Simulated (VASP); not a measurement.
# CuO (Cc) in VASP: single point with PBEsol

Aim: the single point of CuO with PBEsol.

All numbers are computed with VASP 6.6.1; they aren't measurements. Logs are shortened: lines on timing, memory, paths and dates and some standing lists are left out, and cuts for length are marked.

### 1 The cell of the first run

It takes space group Cc (No. 9, monoclinic). The conventional cell has a = 4.689 Å, b = 3.427 Å, c = 5.132 Å, α = 90.00°, β = 99.65°, γ = 90.00°. Within 2.5 Å of Cu (site symmetry 1) lie 4 O at 1.91 to 2.02 Å. O (site symmetry 1) has 4 Cu at 1.91 to 2.02 Å within 2.5 Å.

### 2 Single point, PBEsol, collinear spin

INCAR reads:

```
  ALGO = Normal
  EDIFF = 1E-6
  ENCUT = 820
  GGA = PS
  GGA_COMPAT = F
  ISIF = 2
  ISMEAR = 0
  ISPIN = 2
  LASPH = T
  LCHARG = F
  LMAXMIX = 4
  LORBIT = 11
  LREAL = F
  LWAVE = F
  MAGMOM = 1 1 0 0
  NBANDS = 37
  NELM = 200
  PREC = Accurate
  SIGMA = 0.05
```

KPOINTS reads:

```
k-points
0
Gamma
  7 7 4
```

POSCAR reads:

```
CuO
1.0
    2.3446497600     -1.7133998200      0.0000000000
    2.3446497600      1.7133998200      0.0000000000
   -0.8605499100      0.0000000000      5.0594394800
Cu O
2 2
Direct
    0.0032000000      0.4968000000      0.0000000000
    0.4968000000      0.0032000000      0.5000000000
    0.5714000000      0.4056000000      0.2537000000
    0.4056000000      0.5714000000      0.7537000000
```

Potentials or basis: VASP PAW PBE potentials, release 64 (Cu_sv_GW, O).

Run with:

```
> cat potpaw_PBE.64/Cu_sv_GW/POTCAR potpaw_PBE.64/O/POTCAR > POTCAR
> mpirun -np 1 vasp_std > vasp.out
```

OUTCAR:

```text
EDIFF = 1E-6
   ENCUT = 820
   GGA = PS
   ISIF = 2
   ISMEAR = 0
   ISPIN = 2
   LASPH = T
   LORBIT = 11
   LREAL = F
   NELM = 200
   PREC = Accurate

 ion  position               nearest neighbor table
   1  0.003  0.497  0.000-   4 1.91   3 1.93   4 1.98   3 2.02
   2  0.497  0.003  0.500-   3 1.91   4 1.93   3 1.98   4 2.02
   3  0.571  0.406  0.254-   2 1.91   1 1.93   2 1.98   1 2.02
   4  0.406  0.571  0.754-   1 1.91   2 1.93   1 1.98   2 2.02

  LATTYP: Found a base centered monoclinic cell.
 ALAT       =     4.6892995200
 B/A-ratio  =     0.7307700490
 C/A-ratio  =     1.0944283419
 COS(beta)  =    -0.1676798045

  Lattice vectors:

 A1 = (   2.3446497600,  -1.7133998200,   0.0000000000)
 A2 = (   2.3446497600,   1.7133998200,   0.0000000000)
 A3 = (  -0.8605499100,   0.0000000000,   5.0594394800)

Analysis of symmetry for initial positions (statically):
=====================================================================
 Subroutine PRICEL returns:
 Original cell was already a primitive cell.

 Routine SETGRP: Setting up the symmetry group for a
 base centered monoclinic supercell.

 Subroutine GETGRP returns: Found  2 space group operations
 (whereof  1 operations were pure point group operations)
 out of a pool of  4 trial point group operations.

The static configuration has the point symmetry C_1 .
 The point group associated with its full space group is C_1h.

Analysis of symmetry for dynamics (positions and initial velocities):
=====================================================================
 Subroutine PRICEL returns:
 Original cell was already a primitive cell.

 Routine SETGRP: Setting up the symmetry group for a
 base centered monoclinic supercell.

 Subroutine GETGRP returns: Found  2 space group operations
 (whereof  1 operations were pure point group operations)
 out of a pool of  4 trial point group operations.

The dynamic configuration has the point symmetry C_1 .
 The point group associated with its full space group is C_1h.

Analysis of structural, dynamic, and magnetic symmetry:
=====================================================================
 Subroutine PRICEL returns:
 Original cell was already a primitive cell.

 Routine SETGRP: Setting up the symmetry group for a
 base centered monoclinic supercell.

 Subroutine GETGRP returns: Found  2 space group operations
 (whereof  1 operations were pure point group operations)
 out of a pool of  4 trial point group operations.

The overall configuration has the point symmetry C_1 .
 The point group associated with its full space group is C_1h.

 Subroutine INISYM returns: Found  2 space group operations
 (whereof  1 operations are pure point group operations),
 and found     1 'primitive' translations

----------------------------------------------------------------------------------------

                                     Primitive cell

  volume of cell :      40.6508

  direct lattice vectors                    reciprocal lattice vectors
     2.344649760 -1.713399820  0.000000000     0.213251467 -0.291817470  0.036271514
     2.344649760  1.713399820  0.000000000     0.213251467  0.291817470  0.036271514
    -0.860549910  0.000000000  5.059439480     0.000000000  0.000000000  0.197650353

  length of vectors
     2.903983719  2.903983719  5.132102298     0.363248188  0.363248188  0.197650353

  position of ions in fractional coordinates (direct lattice)
     0.003200000  0.496800000  0.000000000
     0.496800000  0.003200000  0.500000000
     0.571400000  0.405600000  0.253700000
     0.405600000  0.571400000  0.753700000

  ion indices of the primitive-cell ions
   primitive index   ion index
                 1           1
                 2           2
                 3           3
                 4           4

----------------------------------------------------------------------------------------

 KPOINTS: k-points

Automatic generation of k-mesh.
 Grid dimensions read from file:
 generate k-points for:    7    7    4

 Generating k-lattice:

  Cartesian coordinates                     Fractional coordinates (reciprocal lattice)
     0.030464495 -0.041688210  0.005181645     0.142857143  0.000000000  0.000000000
     0.030464495  0.041688210  0.005181645     0.000000000  0.142857143  0.000000000
     0.000000000  0.000000000  0.049412588     0.000000000  0.000000000  0.250000000

  Length of vectors
     0.051892598  0.051892598  0.049412588

  Shift w.r.t. Gamma in fractional coordinates (k-lattice)
     0.000000000  0.000000000  0.000000000

 Subroutine IBZKPT returns following result:
 ===========================================

 Found     60 irreducible k-points:

 Following reciprocal coordinates:
            Coordinates               Weight
  0.000000  0.000000  0.000000      1.000000
  0.142857  0.000000  0.000000      4.000000
  0.285714  0.000000  0.000000      4.000000
  0.428571  0.000000  0.000000      4.000000
  0.142857  0.142857  0.000000      2.000000
  0.285714  0.142857  0.000000      4.000000
[... 16 lines left out ...]
 -0.142857 -0.000000  0.250000      4.000000
  0.142857  0.142857  0.250000      2.000000
 [... further k-points ...]
   k-points           NKPTS =     60   k-points in BZ     NKDIM =     60   number of bands    NBANDS=     37
   number of dos      NEDOS =    301   number of ions     NIONS =      4
   total plane-waves  NPLWV =  37632
   dimension x,y,z NGX =    28 NGY =   28 NGZ =   48
   dimension x,y,z NGXF=    56 NGYF=   56 NGZF=   96
   ions per type =               2   2
   NGX,Y,Z   is equivalent  to a cutoff of  16.03, 16.03, 15.55 a.u.
   NGXF,Y,Z  is equivalent  to a cutoff of  32.06, 32.06, 31.10 a.u.
 SYSTEM =  unknown system
   PREC   = accura    normal or accurate (medium, high low for compatibility)
   ISTART =      0    job   : 0-new  1-cont  2-samecut
   ICHARG =      2    charge: 1-file 2-atom 10-const
   ISPIN  =      2    spin polarized calculation?
   LNONCOLLINEAR =      F non collinear calculations
   LSORBIT =      F    spin-orbit coupling
   LASPH  =      T    aspherical Exc in radial PAW
   ENCUT  =  820.0 eV  60.27 Ry    7.76 a.u.   6.78  6.78 11.98*2*pi/ulx,y,z
   NELM   =    200;   NELMIN=  2; NELMDL= -5     # of ELM steps
   EDIFF  = 0.1E-05   stopping-criterion for ELM
   LREAL  =      F    real-space projection
   EDIFFG = 0.1E-04   stopping-criterion for IOM
   NSW    =      0    number of steps for IOM
   IBRION =     -1    ionic relax: 0-MD 1-quasi-New 2-CG
   NFREE  =      0    steps in history (QN), initial steepest desc. (CG)
   ISIF   =      2    stress and relaxation
   ISYM   =      2    0-nonsym 1-usesym 2-fastsym
   POTIM  = 0.5000    time-step for ionic-motion
   TEBEG  =    0.0;   TEEND  =   0.0 temperature during run
   PSTRESS=    0.0 pullay stress
   NELECT =      50.0000    total number of electrons
   NUPDOWN=      -1.0000    fix difference up-down
   EMIN   =  10.00;   EMAX   =-10.00  energy-range for DOS
   EFERMI =   0.00;   METHOD = LEGACY
   ISMEAR =     0;   SIGMA  =   0.05  broadening in eV -4-tet -1-fermi 0-gaus
   EFERMI_NEDOS =   21; number of points for ismear=-14 and -15
   IALGO  =     38    algorithm
   IMIX   =      4    mixing-type and parameters
     AMIX     =   0.40;   BMIX     =  1.00
     AMIX_MAG =   1.60;   BMIX_MAG =  1.00
  volume/ion in A,a.u.               =      10.16        68.58
  Fermi-wavevector in a.u.,A,eV,Ry     =   1.754049  3.314673 41.860895  3.076689
  Thomas-Fermi vector in A             =   2.824066
   LORBIT       =     11    0 simple, 1 ext, 2 COOP (PROOUT), +10 PAW based schemes
   GGA     = PS    functional components
   LHFCALC =     F    Hartree Fock is set to
   AEXX    =    0.0000 exact exchange contribution
   IVDW    =     0    specifies the selected vdW correction
   LEPSILON=     F    determine dielectric tensor
   LRPA    =     F    only Hartree local field effects (RPA)
 spin polarized calculation
 Gauss-broadening in eV      SIGMA  =   0.05
  energy-cutoff  :      820.00
  volume of cell :       40.65
 maximum number of plane-waves:      2180
   NGX = 13   NGY = 13   NGZ = 23

 number of electron      49.9999991 magnetization       0.0126212

 number of electron      49.9999991 magnetization      -0.0033247

 Free energy of the ion-electron system (eV)
  ---------------------------------------------------
  ext. energy  EPLUGINS =         0.00000000
  ---------------------------------------------------
  free energy    TOTEN  =       -21.47769885 eV

  energy without entropy =      -21.47421002  energy(sigma->0) =      -21.47595443

 E-fermi :   5.5388     XC(G=0): -12.5402

 val. band max:        5.5223535342   @ k =   0.4286   0.2857   0.5000
 cond. band min:       5.5626984709   @ k =  -0.1429  -0.0000   0.2500
 fundamental gap:      0.0403449367
 Fermi energy:         5.5387661963

 spin component 1

 k-point     1 :       0.0000    0.0000    0.0000
  band No.  band energies     occupation
      1    -106.7160      1.00000
      2    -106.7155      1.00000
      3     -64.3975      1.00000
      4     -64.3973      1.00000
      5     -64.3639      1.00000
      6     -64.3553      1.00000
[... 949 lines left out ...]
     36      23.7026      0.00000
     37      25.5381      0.00000

 [... further k-points ...]

 spin component 2

 k-point     1 :       0.0000    0.0000    0.0000
  band No.  band energies     occupation
      1    -106.7175      1.00000
      2    -106.7169      1.00000
      3     -64.3993      1.00000
      4     -64.3991      1.00000
      5     -64.3656      1.00000
      6     -64.3570      1.00000
[... 949 lines left out ...]
     36      23.7025      0.00000
     37      25.6342      0.00000

 [... further k-points ...]

------------------------ aborting loop because EDIFF is reached ----------------------------------------

  FORCE on cell =-STRESS in cart. coord.  units (eV):
  Direction    XX          YY          ZZ          XY          YZ          ZX
  --------------------------------------------------------------------------------------
  -------------------------------------------------------------------------------------
  Total       -0.9591718     -0.2620041     -1.2622606      0.0000000      0.0000000     -0.2573158
  in kB      -37.8040132    -10.3264151    -49.7497063      0.0000000      0.0000000    -10.1416336
  external PRESSURE =     -32.6267115 kB  Pullay stress =       0.0000000 kB

 VOLUME and BASIS-vectors are now :
 -----------------------------------------------------------------------------
  energy-cutoff  :      820.00
  volume of cell :       40.65
      direct lattice vectors                 reciprocal lattice vectors
     2.344649760 -1.713399820  0.000000000     0.213251467 -0.291817470  0.036271514
     2.344649760  1.713399820  0.000000000     0.213251467  0.291817470  0.036271514
    -0.860549910  0.000000000  5.059439480     0.000000000  0.000000000  0.197650353

 POSITION                                       TOTAL-FORCE (eV/Angst)
 -----------------------------------------------------------------------------------
      1.17232      0.84573      0.00000        -0.593240      0.327456      0.227932
      0.74205     -0.84573      2.52972        -0.593240     -0.327456      0.227932
      2.07240     -0.28408      1.28358         0.593240      0.422482     -0.227932
      1.64213      0.28408      3.81330         0.593240     -0.422482     -0.227932
 -----------------------------------------------------------------------------------
    total drift:                                0.001260      0.000000     -0.002570

  FREE ENERGIE OF THE ION-ELECTRON SYSTEM (eV)
  ---------------------------------------------------
  free  energy   TOTEN  =       -21.4776988530 eV

  energy  without entropy=      -21.4742100152  energy(sigma->0) =      -21.47595443

 total charge

# of ion       s       p       d       f       tot
--------------------------------------------------
    1        2.244   6.372   8.859   0.013  17.488
    2        2.244   6.372   8.859   0.013  17.488
    3        1.567   3.365   0.000   0.000   4.932
    4        1.567   3.365   0.000   0.000   4.932
--------------------------------------------------
tot          7.622  19.474  17.718   0.026  44.840

 magnetization (x)

# of ion       s       p       d       f       tot
--------------------------------------------------
    1        0.000  -0.000  -0.001  -0.000  -0.001
    2        0.000  -0.000  -0.001  -0.000  -0.001
    3       -0.000  -0.000   0.000   0.000  -0.000
    4       -0.000  -0.000   0.000   0.000  -0.000
--------------------------------------------------
tot         -0.000  -0.001  -0.002  -0.000  -0.003
```

Run time: 3.5 min. Hardware: 1 thread of Intel Xeon 6975P-C (Granite Rapids), shared host; peak memory 0.41 GiB.

Results:

| Property | Result |
| --- | --- |
| Free energy | -21.4777 eV |
| Pressure | -3.3 GPa |
| Largest force | 0.763 eV/Å |
| Band gap on the k mesh | zero (filled and empty bands overlap) |
| Net moment | 0.00 μB per cell |
| Valence electrons inside the program's atomic spheres | Cu 17.49; O 4.93 |

Forces in eV/Å, atoms in the order of the input:
```
Cu  -0.593  0.327  0.228
Cu  -0.593 -0.327  0.228
O    0.593  0.422 -0.228
O    0.593 -0.422 -0.228
```

Stress tensor (GPa, compression positive):
```
-3.78  0.00 -1.01
 0.00 -1.03  0.00
-1.01  0.00 -4.97
```

Caveat: the cell stands under tension; the PAW data sets were made with another functional, which shifts forces and pressure a little; semilocal functionals often make such compounds metallic where correlation or magnetic order opens a gap, which also shifts bond lengths.

The gap in the log of VASP goes by the Fermi energy; the results here count the filled bands.